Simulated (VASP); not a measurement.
# SiB6 (P1) in VASP: single point with PBE

Aim: the single point of SiB6 with PBE.

Everything below comes from runs of VASP 6.6.1. Logs are shortened: lines on timing, memory, paths and dates and some standing lists are left out, and cuts for length are marked.

## (1) The cell of the first run

The typed cell holds 7 atoms: a = 4.137 Å, b = 4.137 Å, c = 4.137 Å, α = 90.00°, β = 90.00°, γ = 90.00°.

## (2) Single point, PBE

INCAR

```
SYSTEM = SiB6
ALGO = Normal
EDIFF = 1E-6
ENCUT = 520
GGA = PE
ISIF = 2
ISMEAR = -1
LASPH = .TRUE.
LCHARG = .FALSE.
LREAL = .FALSE.
LWAVE = .FALSE.
NBANDS = 20
NELM = 100
PREC = Accurate
SIGMA = 0.1
```

KPOINTS

```
k-points
0
G
  4 4 4
  0 0 0
```

POSCAR

```
SiB6
1.0
    4.1371010000      0.0000000000      0.0000000000
    0.0000000000      4.1371010000      0.0000000000
    0.0000000000      0.0000000000      4.1371010000
B Si
6 1
Direct
    0.1677341211      0.4637097330      0.4461201213
    0.4632342793      0.1323450890      0.4643442353
    0.7645936128      0.4298118417      0.4505488263
    0.4671048640      0.7448392002      0.4273361951
    0.4779590829      0.4409147855      0.1417337890
    0.4687726986      0.4406517994      0.7507919193
    0.0653895083      0.1389593824      0.0953353568
```

Potentials or basis: VASP PAW PBE potentials, release 64 (B, Si).

The run is started by

```console
$ cat potpaw_PBE.64/B/POTCAR potpaw_PBE.64/Si/POTCAR > POTCAR
$ mpirun -np 1 vasp_std > vasp.out
```

OUTCAR:

```text
SYSTEM = SiB6
   EDIFF = 1E-6
   ENCUT = 520
   GGA = PE
   ISIF = 2
   ISMEAR = -1
   LASPH = .TRUE.
   LREAL = .FALSE.
   NELM = 100
   PREC = Accurate

 ion  position               nearest neighbor table
   1  0.168  0.464  0.446-   3 1.67   4 1.70   6 1.77   5 1.80   2 1.84   7 2.02
   2  0.463  0.132  0.464-   4 1.61   6 1.74   3 1.75   1 1.84   5 1.85   7 2.25
   3  0.765  0.430  0.451-   1 1.67   5 1.74   6 1.74   2 1.75   4 1.80   7 2.27
   4  0.467  0.745  0.427-   2 1.61   1 1.70   5 1.73   3 1.80   6 1.84
   5  0.478  0.441  0.142-   6 1.62   4 1.73   3 1.74   1 1.80   2 1.85   7 2.12
   6  0.469  0.441  0.751-   5 1.62   2 1.74   3 1.74   1 1.77   4 1.84   7 2.52
   7  0.065  0.139  0.095-   1 2.02   5 2.12   2 2.25   3 2.27   6 2.52

  LATTYP: Found a simple cubic cell.
 ALAT       =     4.1371010000

  Lattice vectors:

 A1 = (   4.1371010000,   0.0000000000,   0.0000000000)
 A2 = (   0.0000000000,   4.1371010000,   0.0000000000)
 A3 = (   0.0000000000,   0.0000000000,   4.1371010000)

Analysis of symmetry for initial positions (statically):
=====================================================================
 Subroutine PRICEL returns:
 Original cell was already a primitive cell.

 Routine SETGRP: Setting up the symmetry group for a
 simple cubic supercell.

 Subroutine GETGRP returns: Found  1 space group operations
 (whereof  1 operations were pure point group operations)
 out of a pool of 48 trial point group operations.

The static configuration has the point symmetry C_1 .

Analysis of symmetry for dynamics (positions and initial velocities):
=====================================================================
 Subroutine PRICEL returns:
 Original cell was already a primitive cell.

 Routine SETGRP: Setting up the symmetry group for a
 simple cubic supercell.

 Subroutine GETGRP returns: Found  1 space group operations
 (whereof  1 operations were pure point group operations)
 out of a pool of 48 trial point group operations.

The dynamic configuration has the point symmetry C_1 .

 Subroutine INISYM returns: Found  1 space group operations
 (whereof  1 operations are pure point group operations),
 and found     1 'primitive' translations

----------------------------------------------------------------------------------------

                                     Primitive cell

  volume of cell :      70.8090

[... 102 lines left out ...]
   IBRION =     -1    ionic relax: 0-MD 1-quasi-New 2-CG
   NFREE  =      0    steps in history (QN), initial steepest desc. (CG)
   ISIF   =      2    stress and relaxation
   ISYM   =      2    0-nonsym 1-usesym 2-fastsym
   POTIM  = 0.5000    time-step for ionic-motion
   TEBEG  =    0.0;   TEEND  =   0.0 temperature during run
   PSTRESS=    0.0 pullay stress
   NELECT =      22.0000    total number of electrons
   NUPDOWN=      -1.0000    fix difference up-down
   EMIN   =  10.00;   EMAX   =-10.00  energy-range for DOS
   EFERMI =   0.00;   METHOD = LEGACY
   ISMEAR =    -1;   SIGMA  =   0.10  broadening in eV -4-tet -1-fermi 0-gaus
   EFERMI_NEDOS =   21; number of points for ismear=-14 and -15
   IALGO  =     38    algorithm
   IMIX   =      4    mixing-type and parameters
     AMIX     =   0.40;   BMIX     =  1.00
     AMIX_MAG =   1.60;   BMIX_MAG =  1.00
  volume/ion in A,a.u.               =      10.12        68.26
  Fermi-wavevector in a.u.,A,eV,Ry     =   1.108799  2.095327 16.727490  1.229436
  Thomas-Fermi vector in A             =   2.245331
   LORBIT       =      0    0 simple, 1 ext, 2 COOP (PROOUT), +10 PAW based schemes
   GGA     = PE    functional components
   LHFCALC =     F    Hartree Fock is set to
   AEXX    =    0.0000 exact exchange contribution
   IVDW    =     0    specifies the selected vdW correction
   LEPSILON=     F    determine dielectric tensor
   LRPA    =     F    only Hartree local field effects (RPA)
 non-spin polarized calculation
  energy-cutoff  :      520.00
  volume of cell :       70.81
 maximum number of plane-waves:      1935
 NGX is ok and might be reduce to    32
   NGX = 15   NGY = 15   NGZ = 15

 number of electron      22.0000000 magnetization

 Free energy of the ion-electron system (eV)
  ---------------------------------------------------
  ext. energy  EPLUGINS =         0.00000000
  ---------------------------------------------------
  free energy    TOTEN  =       -43.18018351 eV

  energy without entropy =      -43.15348513  energy(sigma->0) =      -43.16683432

 E-fermi :   4.4550     XC(G=0): -10.3049

 val. band max:        4.4523898595   @ k =   0.2500   0.0000   0.0000
 cond. band min:       4.4965675694   @ k =   0.0000   0.0000   0.0000
 fundamental gap:      0.0441777099
 Fermi energy:         4.4550418347

 k-point     1 :       0.0000    0.0000    0.0000
  band No.  band energies     occupation
      1     -10.4981      2.00000
      2      -4.7262      2.00000
      3      -2.6987      2.00000
      4      -2.4409      2.00000
      5      -2.1997      2.00000
      6      -1.6398      2.00000
[... 541 lines left out ...]
     19      13.5241      0.00000
     20      14.0126      0.00000

 [... further k-points ...]

------------------------ aborting loop because EDIFF is reached ----------------------------------------

  FORCE on cell =-STRESS in cart. coord.  units (eV):
  Direction    XX          YY          ZZ          XY          YZ          ZX
  --------------------------------------------------------------------------------------
  -------------------------------------------------------------------------------------
  Total        2.0207432      3.9009039      3.1878068      1.5130569      1.9303904      0.2186314
  in kB       45.7228549     88.2647839     72.1297140     34.2355626     43.6784638      4.9469184
  external PRESSURE =      68.7057843 kB  Pullay stress =       0.0000000 kB

 VOLUME and BASIS-vectors are now :
 -----------------------------------------------------------------------------
  energy-cutoff  :      520.00
  volume of cell :       70.81
      direct lattice vectors                 reciprocal lattice vectors
     4.137101000  0.000000000  0.000000000     0.241715153  0.000000000  0.000000000
     0.000000000  4.137101000  0.000000000     0.000000000  0.241715153  0.000000000
     0.000000000  0.000000000  4.137101000     0.000000000  0.000000000  0.241715153

 POSITION                                       TOTAL-FORCE (eV/Angst)
 -----------------------------------------------------------------------------------
      0.69393      1.91841      1.84564         0.637906     -0.345967      0.884683
      1.91645      0.54753      1.92104         0.273929      1.389984     -0.425900
      3.16320      1.77818      1.86397        -0.530916      0.464159     -0.387966
      1.93246      3.08147      1.76793         0.176995     -1.043213      0.850498
      1.97736      1.82411      0.58637        -0.055481      0.507671      1.190070
      1.93936      1.82302      3.10610        -0.251889      0.013967     -1.541517
      0.27052      0.57489      0.39441        -0.250544     -0.986602     -0.569867
 -----------------------------------------------------------------------------------
    total drift:                               -0.000002     -0.000196      0.000003

  FREE ENERGIE OF THE ION-ELECTRON SYSTEM (eV)
  ---------------------------------------------------
  free  energy   TOTEN  =       -43.1801835122 eV

  energy  without entropy=      -43.1534851348  energy(sigma->0) =      -43.16683432
```

stdout:

```text
POSCAR found type information on POSCAR B Si
 POSCAR found :  2 types and       7 ions
 scaLAPACK will be used
 LDA part: xc-table for (Slater+PW92), standard interpolation
 POSCAR, INCAR and KPOINTS ok, starting setup
 FFT: planning ... GRIDC
 FFT: planning ... GRID_SOFT
 FFT: planning ... GRID
 WAVECAR not read
 entering main loop
```

It took 31 s on 1 thread of Intel Xeon Platinum 8488C (Sapphire Rapids), shared host; peak memory 0.18 GiB.

Results:

```yaml
Free_energy: -43.1802 eV
Pressure: 6.9 GPa
Largest_force: 1.562 eV/Å
Band_gap_on_the_k_mesh: zero (bands 11 and 12 overlap by 0.14 eV)
```

Forces on the atoms (eV/Å):
```
B    0.638 -0.346  0.885
B    0.274  1.390 -0.426
B   -0.531  0.464 -0.388
B    0.177 -1.043  0.850
B   -0.055  0.508  1.190
B   -0.252  0.014 -1.542
Si  -0.251 -0.987 -0.570
```

Levels at points of the mesh, in eV from the Fermi level:
| k point | band 7 | band 8 | band 9 | band 10 | band 11 | band 12 | band 13 | band 14 | band 15 | band 16 |
| --- | --- | --- | --- | --- | --- | --- | --- | --- | --- | --- |
| (0.00, 0.00, 0.00) | -5.93 | -1.50 | -0.82 | -0.27 | 0.04 | 1.17 | 1.25 | 2.43 | 3.69 | 4.66 |
| (0.50, 0.00, 0.00) | -4.02 | -2.92 | -2.61 | -1.54 | -0.83 | 0.13 | 3.51 | 3.82 | 5.19 | 6.22 |
| (0.00, 0.50, 0.00) | -3.37 | -2.66 | -2.21 | -1.66 | -0.42 | -0.01 | 2.71 | 3.30 | 4.04 | 6.34 |
| (0.00, 0.00, 0.50) | -3.70 | -2.96 | -2.43 | -1.59 | -0.43 | -0.10 | 3.10 | 3.68 | 5.02 | 6.09 |
| (0.50, 0.50, 0.00) | -3.23 | -2.53 | -2.20 | -1.85 | -1.03 | 1.34 | 2.12 | 4.62 | 5.58 | 6.25 |
| (0.00, 0.50, 0.50) | -3.22 | -2.72 | -2.13 | -1.95 | -1.02 | 1.04 | 2.03 | 4.42 | 6.10 | 6.32 |
| (0.50, 0.00, 0.50) | -2.91 | -2.64 | -2.10 | -1.81 | -1.04 | 1.79 | 2.20 | 4.85 | 5.33 | 5.86 |
| (0.50, 0.50, 0.50) | -4.86 | -2.01 | -1.80 | -1.46 | -1.09 | 4.54 | 4.78 | 5.46 | 6.65 | 6.79 |

Caveat: the k points lie up to 0.38 Å⁻¹ apart; forces of over 1 eV/Å act on the atoms, so gaps and moduli don't describe the material at rest.

The gap in the log of VASP goes by the Fermi energy; the results here count the filled bands.